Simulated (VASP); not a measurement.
Here is a VASP 6.6.1 calculation.

INCAR

```
  PREC = Accurate
  ENCUT = 520
  EDIFF = 1E-6
  ISMEAR = -1
  SIGMA = 0.1
  LREAL = F
  LASPH = T
  NELM = 60
  ALGO = Normal
  ISIF = 2
  LWAVE = F
  LCHARG = F
  GGA = RP
  NBANDS = 12
```

The input KPOINTS:

```
regular mesh
0
Gamma
  13 13 13
```

File POSCAR:

```
Cu
1.0
    2.4390957792      0.0000000000      0.0000000000
    0.0000000000      2.4390957792      0.0000000000
    0.0000000000      0.0000000000      2.4390957792
Cu
1
Direct
    0.0000000000      0.0000000000      0.0000000000
```

Potentials or basis: VASP PAW PBE potentials, release 64 (Cu).

Launch:

```sh
$ cat potpaw_PBE.64/Cu/POTCAR > POTCAR
$ mpirun -np 1 vasp_std > vasp.out
```

Task: Estimate the pressure.

Result: 0.6 GPa.

Caveat: the PAW data sets were made with another functional, which shifts forces and pressure a little.
